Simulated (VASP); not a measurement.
# Ta2Si (I4/mcm) in VASP: further runs

Runs on Ta2Si. Level: PBEsol. Tasks: single point.

All numbers are computed with VASP 6.6.1; they aren't measurements. Logs are shortened: lines on timing, memory, paths and dates and some standing lists are left out, and cuts for length are marked.

### 1 The cell of the first run

The structure is tetragonal, space group I4/mcm (No. 140). The conventional cell has a = 6.057 Å, b = 6.057 Å, c = 4.968 Å, α = 90.00°, β = 90.00°, γ = 90.00°. Ta (site symmetry m2m) has 4 Si at 2.59 Å and 11 Ta at 2.79 to 3.21 Å within 3.4 Å. Within 3.3 Å of Si (site symmetry 422) lie 2 Si at 2.48 Å and 8 Ta at 2.59 Å.

### 2 Single point, PBEsol

File INCAR:

```
SYSTEM = Ta2Si
PREC = Accurate
ENCUT = 520
EDIFF = 1E-7
ISMEAR = 0
SIGMA = 0.1
LREAL = .FALSE.
LASPH = .TRUE.
NELM = 100
ALGO = Fast
ISIF = 2
LWAVE = .FALSE.
LCHARG = .FALSE.
GGA = PS
NBANDS = 35
```

File KPOINTS:

```
regular mesh
0
G
  10 10 10
  0 0 0
```

File POSCAR:

```
Ta2Si
1.0
   -3.0287478135      3.0287478135      2.4837841784
    3.0287478135     -3.0287478135      2.4837841784
    3.0287478135      3.0287478135     -2.4837841784
Ta Si
4 2
Direct
    0.6626128984      0.8373871016      0.5000000000
    0.8373871016      0.3373871016      0.1747742031
    0.3373871016      0.1626128984      0.5000000000
    0.1626128984      0.6626128984      0.8252257969
    0.2500000000      0.2500000000      0.0000000000
    0.7500000000      0.7500000000      0.0000000000
```

Potentials or basis: VASP PAW PBE potentials, release 64 (Ta_pv, Si).

On the command line:

```console
cat potpaw_PBE.64/Ta_pv/POTCAR potpaw_PBE.64/Si/POTCAR > POTCAR
mpirun -np 1 vasp_std > vasp.out
```

OUTCAR:

```text
SYSTEM = Ta2Si
   PREC = Accurate
   ENCUT = 520
   EDIFF = 1E-7
   ISMEAR = 0
   LREAL = .FALSE.
   LASPH = .TRUE.
   NELM = 100
   ISIF = 2
   GGA = PS

 ion  position               nearest neighbor table
   1  0.663  0.837  0.500-   5 2.59   6 2.59   6 2.59   5 2.59   3 2.79   3 2.90   3 2.90   4 3.17
                             2 3.17   4 3.17   2 3.17   4 3.21   2 3.21   2 3.21   4 3.21
   2  0.837  0.337  0.175-   5 2.59   6 2.59   6 2.59   5 2.59   4 2.79   4 2.90   4 2.90   3 3.17
                             1 3.17   1 3.17   3 3.17   3 3.21   1 3.21   1 3.21   3 3.21
   3  0.337  0.163  0.500-   6 2.59   5 2.59   5 2.59   6 2.59   1 2.79   1 2.90   1 2.90   4 3.17
                             2 3.17   4 3.17   2 3.17   4 3.21   2 3.21   4 3.21   2 3.21
   4  0.163  0.663  0.825-   5 2.59   6 2.59   6 2.59   5 2.59   2 2.79   2 2.90   2 2.90   1 3.17
                             3 3.17   3 3.17   1 3.17   1 3.21   3 3.21   3 3.21   1 3.21
   5  0.250  0.250  0.000-   6 2.48   6 2.48   2 2.59   4 2.59   4 2.59   2 2.59   3 2.59   1 2.59
                             1 2.59   3 2.59
   6  0.750  0.750  0.000-   5 2.48   5 2.48   2 2.59   4 2.59   4 2.59   2 2.59   1 2.59   3 2.59
                             1 2.59   3 2.59

  LATTYP: Found a body centered tetragonal cell.
 ALAT       =     6.0574956270
 C/A-ratio  =     0.8200696563

  Lattice vectors:

 A1 = (  -3.0287478135,   3.0287478135,   2.4837841784)
 A2 = (   3.0287478135,  -3.0287478135,   2.4837841784)
 A3 = (   3.0287478135,   3.0287478135,  -2.4837841784)

Analysis of symmetry for initial positions (statically):
=====================================================================
 Subroutine PRICEL returns:
 Original cell was already a primitive cell.

 Routine SETGRP: Setting up the symmetry group for a
 body centered tetragonal supercell.

 Subroutine GETGRP returns: Found 16 space group operations
 (whereof  8 operations were pure point group operations)
 out of a pool of 16 trial point group operations.

The static configuration has the point symmetry C_4h.
 The point group associated with its full space group is D_4h.

Analysis of symmetry for dynamics (positions and initial velocities):
=====================================================================
 Subroutine PRICEL returns:
 Original cell was already a primitive cell.

 Routine SETGRP: Setting up the symmetry group for a
 body centered tetragonal supercell.

 Subroutine GETGRP returns: Found 16 space group operations
 (whereof  8 operations were pure point group operations)
 out of a pool of 16 trial point group operations.

The dynamic configuration has the point symmetry C_4h.
 The point group associated with its full space group is D_4h.

 Subroutine INISYM returns: Found 16 space group operations
 (whereof  8 operations are pure point group operations),
 and found     1 'primitive' translations

----------------------------------------------------------------------------------------

                                     Primitive cell

  volume of cell :      91.1381

  direct lattice vectors                    reciprocal lattice vectors
    -3.028747813  3.028747813  2.483784178     0.000000000  0.165084725  0.201305735
     3.028747813 -3.028747813  2.483784178     0.165084725  0.000000000  0.201305735
     3.028747813  3.028747813 -2.483784178     0.165084725  0.165084725  0.000000000

  length of vectors
     4.951344310  4.951344310  4.951344310     0.260340096  0.260340096  0.233465057

  position of ions in fractional coordinates (direct lattice)
     0.662612898  0.837387102  0.500000000
     0.837387102  0.337387102  0.174774203
     0.337387102  0.162612898  0.500000000
     0.162612898  0.662612898  0.825225797
     0.250000000  0.250000000  0.000000000
     0.750000000  0.750000000  0.000000000

  ion indices of the primitive-cell ions
   primitive index   ion index
                 1           1
                 2           2
                 3           3
                 4           4
                 5           5
                 6           6

----------------------------------------------------------------------------------------

 KPOINTS: regular mesh

Automatic generation of k-mesh.
 Grid dimensions read from file:
 generate k-points for:   10   10   10

 Generating k-lattice:

  Cartesian coordinates                     Fractional coordinates (reciprocal lattice)
     0.000000000  0.016508473  0.020130574     0.100000000  0.000000000 -0.000000000
     0.016508473  0.000000000  0.020130574     0.000000000  0.100000000 -0.000000000
     0.016508473  0.016508473  0.000000000     0.000000000  0.000000000  0.100000000

  Length of vectors
     0.026034010  0.026034010  0.023346506

  Shift w.r.t. Gamma in fractional coordinates (k-lattice)
     0.000000000  0.000000000  0.000000000

 Subroutine IBZKPT returns following result:
 ===========================================

 Found    102 irreducible k-points:

 Following reciprocal coordinates:
            Coordinates               Weight
  0.000000  0.000000  0.000000      1.000000
  0.100000  0.000000  0.000000      8.000000
  0.200000  0.000000  0.000000      8.000000
  0.300000  0.000000  0.000000      8.000000
  0.400000  0.000000 -0.000000      8.000000
  0.500000  0.000000  0.000000      4.000000
[... 16 lines left out ...]
  0.300000  0.300000 -0.000000      8.000000
  0.400000  0.300000  0.000000     16.000000
 [... further k-points ...]
   k-points           NKPTS =    102   k-points in BZ     NKDIM =    102   number of bands    NBANDS=     35
   number of dos      NEDOS =    301   number of ions     NIONS =      6
   total plane-waves  NPLWV =  64000
   dimension x,y,z NGX =    40 NGY =   40 NGZ =   40
   dimension x,y,z NGXF=    80 NGYF=   80 NGZF=   80
   ions per type =               4   2
   NGX,Y,Z   is equivalent  to a cutoff of  13.43, 13.43, 13.43 a.u.
   NGXF,Y,Z  is equivalent  to a cutoff of  26.86, 26.86, 26.86 a.u.
 SYSTEM =  Ta2Si
   PREC   = accura    normal or accurate (medium, high low for compatibility)
   ISTART =      0    job   : 0-new  1-cont  2-samecut
   ICHARG =      2    charge: 1-file 2-atom 10-const
   ISPIN  =      1    spin polarized calculation?
   LNONCOLLINEAR =      F non collinear calculations
   LSORBIT =      F    spin-orbit coupling
   LASPH  =      T    aspherical Exc in radial PAW
   ENCUT  =  520.0 eV  38.22 Ry    6.18 a.u.   9.21  9.21  9.21*2*pi/ulx,y,z
   NELM   =    100;   NELMIN=  2; NELMDL= -5     # of ELM steps
   EDIFF  = 0.1E-06   stopping-criterion for ELM
   LREAL  =      F    real-space projection
   EDIFFG = 0.1E-05   stopping-criterion for IOM
   NSW    =      0    number of steps for IOM
   IBRION =     -1    ionic relax: 0-MD 1-quasi-New 2-CG
   NFREE  =      0    steps in history (QN), initial steepest desc. (CG)
   ISIF   =      2    stress and relaxation
   ISYM   =      2    0-nonsym 1-usesym 2-fastsym
   POTIM  = 0.5000    time-step for ionic-motion
   TEBEG  =    0.0;   TEEND  =   0.0 temperature during run
   PSTRESS=    0.0 pullay stress
   NELECT =      52.0000    total number of electrons
   NUPDOWN=      -1.0000    fix difference up-down
   EMIN   =  10.00;   EMAX   =-10.00  energy-range for DOS
   EFERMI =   0.00;   METHOD = LEGACY
   ISMEAR =     0;   SIGMA  =   0.10  broadening in eV -4-tet -1-fermi 0-gaus
   EFERMI_NEDOS =   21; number of points for ismear=-14 and -15
   IALGO  =     68    algorithm
   IMIX   =      4    mixing-type and parameters
     AMIX     =   0.40;   BMIX     =  1.00
     AMIX_MAG =   1.60;   BMIX_MAG =  1.00
  volume/ion in A,a.u.               =      15.19       102.51
  Fermi-wavevector in a.u.,A,eV,Ry     =   1.357821  2.565910 25.084768  1.843678
  Thomas-Fermi vector in A             =   2.484707
   LORBIT       =      0    0 simple, 1 ext, 2 COOP (PROOUT), +10 PAW based schemes
   GGA     = PS    functional components
   LHFCALC =     F    Hartree Fock is set to
   AEXX    =    0.0000 exact exchange contribution
   IVDW    =     0    specifies the selected vdW correction
   LEPSILON=     F    determine dielectric tensor
   LRPA    =     F    only Hartree local field effects (RPA)
 non-spin polarized calculation
 RMM-DIIS sequential band-by-band and
 Gauss-broadening in eV      SIGMA  =   0.10
  energy-cutoff  :      520.00
  volume of cell :       91.14
 maximum number of plane-waves:      2473
 NGX is ok and might be reduce to    40
   NGX = 19   NGY = 19   NGZ = 19

 number of electron      52.0000000 magnetization

 Free energy of the ion-electron system (eV)
  ---------------------------------------------------
  ext. energy  EPLUGINS =         0.00000000
  ---------------------------------------------------
  free energy    TOTEN  =       -65.19623632 eV

  energy without entropy =      -65.18050749  energy(sigma->0) =      -65.18837191

 E-fermi :   7.9433     XC(G=0): -12.7998

 val. band max:        7.9397161983   @ k =  -0.4000   0.4000   0.1000
 cond. band min:       7.9499302186   @ k =   0.5000   0.5000   0.3000
 fundamental gap:      0.0102140203
 Fermi energy:         7.9432605923

 k-point     1 :       0.0000    0.0000    0.0000
  band No.  band energies     occupation
      1     -26.4912      2.00000
      2     -26.4600      2.00000
      3     -26.4600      2.00000
      4     -26.4003      2.00000
      5     -26.4003      2.00000
      6     -26.3921      2.00000
[... 27 lines left out ...]
     34      12.5752      0.00000
     35      14.0104      0.00000

 k-point     2 :       0.1000    0.0000    0.0000
  band No.  band energies     occupation
      1     -26.5158      2.00000
      2     -26.4947      2.00000
      3     -26.4724      2.00000
      4     -26.3769      2.00000
      5     -26.3700      2.00000
      6     -26.3635      2.00000
[... 27 lines left out ...]
     34      12.2936      0.00000
     35      13.7406      0.00000
[... 796 lines left out ...]
     34      11.7468      0.00000
     35      12.7907      0.00000

 k-point    24 :       0.4000    0.3000    0.0000
  band No.  band energies     occupation
      1     -26.6001      2.00000
      2     -26.4980      2.00000
      3     -26.4794      2.00000
      4     -26.3956      2.00000
      5     -26.3488      2.00000
      6     -26.2606      2.00000
[... 27 lines left out ...]
     34      11.9965      0.00000
     35      12.6378      0.00000

 [... further k-points ...]

------------------------ aborting loop because EDIFF is reached ----------------------------------------

  FORCE on cell =-STRESS in cart. coord.  units (eV):
  Direction    XX          YY          ZZ          XY          YZ          ZX
  --------------------------------------------------------------------------------------
  -------------------------------------------------------------------------------------
  Total        5.8988239      5.8988239      5.8505917      0.0000000      0.0000000      0.0000000
  in kB      103.6993278    103.6993278    102.8514211      0.0000000      0.0000000      0.0000000
  external PRESSURE =     103.4166922 kB  Pullay stress =       0.0000000 kB

 VOLUME and BASIS-vectors are now :
 -----------------------------------------------------------------------------
  energy-cutoff  :      520.00
  volume of cell :       91.14
      direct lattice vectors                 reciprocal lattice vectors
    -3.028747813  3.028747813  2.483784178     0.000000000  0.165084725  0.201305735
     3.028747813 -3.028747813  2.483784178     0.165084725  0.000000000  0.201305735
     3.028747813  3.028747813 -2.483784178     0.165084725  0.165084725  0.000000000

 POSITION                                       TOTAL-FORCE (eV/Angst)
 -----------------------------------------------------------------------------------
      2.04372      0.98503      2.48378         0.005155     -0.005155      0.000000
     -0.98503      2.04372      2.48378         0.005155      0.005155     -0.000000
      0.98503      2.04372      0.00000        -0.005155      0.005155      0.000000
      4.01377      0.98503     -0.00000        -0.005155     -0.005155      0.000000
      0.00000      0.00000      1.24189         0.000000     -0.000000      0.000000
      0.00000      0.00000      3.72568         0.000000     -0.000000      0.000000
 -----------------------------------------------------------------------------------
    total drift:                                0.000000      0.000000     -0.000000

  FREE ENERGIE OF THE ION-ELECTRON SYSTEM (eV)
  ---------------------------------------------------
  free  energy   TOTEN  =       -65.1962363203 eV

  energy  without entropy=      -65.1805074907  energy(sigma->0) =      -65.18837191
```

Wall time 5.4 min (1 thread of Intel Xeon Platinum 8488C (Sapphire Rapids), shared host); peak memory 0.41 GiB.

Results:

```yaml
Free_energy: -65.1962 eV
Pressure: 10.3 GPa
Largest_force: 0.007 eV/Å
Band_gap_on_the_k_mesh: zero (bands 26 and 27 overlap by 0.83 eV)
```

Forces on the atoms (eV/Å):
```
Ta   0.005 -0.005  0.000
Ta   0.005  0.005  0.000
Ta  -0.005  0.005  0.000
Ta  -0.005 -0.005  0.000
Si   0.000  0.000  0.000
Si   0.000  0.000  0.000
```

Caveat: the cell stands under pressure; the PAW data sets were made with another functional, which shifts forces and pressure a little; spin-orbit coupling is left out, which moves the levels of the heavy elements.

### 3 Single point, PBEsol

This run uses another cell than the first one, of 15.49 Å³/atom.

File INCAR:

```
ALGO     = Fast           # electronic algorithm
EDIFF    = 1E-6           # SCF threshold, eV
ENCUT    = 520            # plane-wave cutoff, eV
GGA      = PS             # functional
ISIF     = 2              # what is computed and relaxed
ISMEAR   = 0              # smearing method
LASPH    = True           # aspherical terms in the spheres
LCHARG   = False          # write CHGCAR
LREAL    = False          # projectors in reciprocal space
LWAVE    = False          # write WAVECAR
NBANDS   = 35             # bands
NELM     = 60             # most SCF steps
PREC     = Accurate       # precision mode
SIGMA    = 0.1            # smearing width, eV
```

File KPOINTS:

```
k-points
0
Gamma
  10 10 10
```

File POSCAR:

```
Ta2Si
1.0
   -3.0478250434      3.0478250434      2.5008526089
    3.0478250434     -3.0478250434      2.5008526089
    3.0478250434      3.0478250434     -2.5008526089
Ta Si
4 2
Direct
    0.6628344966      0.8371655034      0.5000000000
    0.8371655034      0.3371655034      0.1743310069
    0.3371655034      0.1628344966      0.5000000000
    0.1628344966      0.6628344966      0.8256689931
    0.2500000000      0.2500000000      0.0000000000
    0.7500000000      0.7500000000      0.0000000000
```

Potentials or basis: VASP PAW PBE potentials, release 64 (Ta_pv, Si).

On the command line:

```console
cat potpaw_PBE.64/Ta_pv/POTCAR potpaw_PBE.64/Si/POTCAR > POTCAR
mpirun -np 1 vasp_std > vasp.out
```

Run time: 5.2 min. Hardware: 1 thread of Intel Xeon Platinum 8488C (Sapphire Rapids), shared host; peak memory 0.42 GiB.

Results (log left out):

* Free energy: -65.2834 eV
* Pressure: 5.3 GPa
* Largest force: 0.007 eV/Å
* Band gap on the k mesh: zero (bands 26 and 27 overlap by 0.79 eV)

Forces in eV/Å, atoms in the order of the input:
```
Ta   0.005 -0.005  0.000
Ta   0.005  0.005  0.000
Ta  -0.005  0.005  0.000
Ta  -0.005 -0.005  0.000
Si   0.000  0.000  0.000
Si   0.000  0.000  0.000
```

Levels at points of the mesh, in eV from the Fermi level:
```tsv
k point	band 24	band 25	band 26	band 27	band 28	band 29
(0.00, 0.00, 0.00)	-2.05	0.20	0.21	0.93	1.36	1.36
(0.50, 0.00, 0.00)	-2.05	-1.04	-1.04	0.69	0.69	1.95
(0.50, 0.50, 0.00)	-1.45	-0.24	0.02	0.07	0.66	1.39
(0.50, 0.50, 0.50)	-1.08	-1.04	-1.04	-0.26	0.19	0.71
```

Caveat: the cell stands under pressure; the PAW data sets were made with another functional, which shifts forces and pressure a little; spin-orbit coupling is left out, which moves the levels of the heavy elements.

### 4 Single point, PBEsol (biaxial strain in the a-b plane: -2.0 %)

File INCAR:

```
PREC = Accurate
ENCUT = 520
EDIFF = 1E-7
ISMEAR = 0
SIGMA = 0.1
LREAL = F
LASPH = T
NELM = 80
ALGO = Fast
ISIF = 2
LWAVE = F
LCHARG = T
GGA = PS
LELF = T
LVHAR = T
NBANDS = 64
```

File KPOINTS:

```
Automatic mesh
0
Gamma
  6 6 8
```

File POSCAR:

```
Ta2Si
1.0
    6.0140183691      0.0000000000      0.0000000000
    0.0000000000      6.0140183691      0.0000000000
    0.0000000000      0.0000000000      5.1002763101
Ta Si
8 4
Direct
    0.3368769509      0.1631230491      0.5000000000
    0.8368769509      0.3368769509      0.5000000000
    0.1631230491      0.3368769509      0.0000000000
    0.6631230491      0.1631230491      0.0000000000
    0.8368769509      0.6631230491      0.0000000000
    0.3368769509      0.8368769509      0.0000000000
    0.6631230491      0.8368769509      0.5000000000
    0.1631230491      0.6631230491      0.5000000000
    0.0000000000      0.0000000000      0.2500000000
    0.0000000000      0.0000000000      0.7500000000
    0.5000000000      0.5000000000      0.7500000000
    0.5000000000      0.5000000000      0.2500000000
```

On the command line:

```console
cat potpaw_PBE.64/Ta_pv/POTCAR potpaw_PBE.64/Si/POTCAR > POTCAR
mpirun -np 1 vasp_std > vasp.out
```

Wall time 11 min (1 thread of Oxide Virtual Turin-like, shared host); peak memory 0.53 GiB.

Results (log left out):

* Free energy: -130.4297 eV
* Pressure: 7.5 GPa
* Largest force: 0.029 eV/Å
* Band gap on the k mesh: zero (bands 52 and 53 overlap by 0.42 eV)

Forces in eV/Å, atoms in the order of the input:
```
Ta   0.020 -0.020  0.000
Ta   0.020  0.020  0.000
Ta  -0.020  0.020  0.000
Ta  -0.020 -0.020  0.000
Ta   0.020 -0.020  0.000
Ta   0.020  0.020  0.000
Ta  -0.020  0.020  0.000
Ta  -0.020 -0.020  0.000
Si   0.000  0.000  0.000
Si   0.000  0.000  0.000
Si   0.000  0.000  0.000
Si   0.000  0.000  0.000
```

Stress tensor (GPa, compression positive):
```
9.52 0.00 0.00
0.00 9.52 0.00
0.00 0.00 3.42
```

Levels at points of the mesh, in eV from the Fermi level:
| k point | band 48 | band 49 | band 50 | band 51 | band 52 | band 53 | band 54 | band 55 | band 56 | band 57 |
| --- | --- | --- | --- | --- | --- | --- | --- | --- | --- | --- |
| (0.00, 0.00, 0.00) | -0.94 | -0.90 | -0.90 | -0.13 | -0.08 | 0.27 | 0.33 | 0.77 | 0.77 | 0.92 |
| (0.50, 0.00, 0.00) | -2.09 | -0.38 | -0.38 | -0.25 | -0.25 | 0.51 | 0.51 | 0.55 | 0.55 | 0.67 |
| (0.50, 0.50, 0.00) | -1.25 | -0.33 | -0.33 | -0.01 | -0.01 | 0.22 | 0.22 | 0.75 | 0.75 | 1.37 |
| (0.00, 0.00, 0.50) | -1.70 | -1.03 | -1.03 | -0.91 | -0.91 | 0.61 | 0.61 | 0.61 | 0.61 | 0.77 |
| (0.50, 0.00, 0.50) | -1.98 | -0.98 | -0.98 | -0.98 | -0.98 | 0.70 | 0.70 | 0.70 | 0.70 | 2.01 |
| (0.50, 0.50, 0.50) | -1.97 | -1.04 | -1.04 | -1.04 | -1.04 | 0.85 | 0.85 | 0.85 | 0.85 | 1.82 |

Caveat: the cell differs from its parent crystal (biaxial strain in the a-b plane: -2.0 %); the stress differs along the axes, from 3 to 10 GPa; the PAW data sets were made with another functional, which shifts forces and pressure a little; spin-orbit coupling is left out, which moves the levels of the heavy elements.

(Continued in part 2 of 2.)

The gap in the log of VASP goes by the Fermi energy; the results here count the filled bands.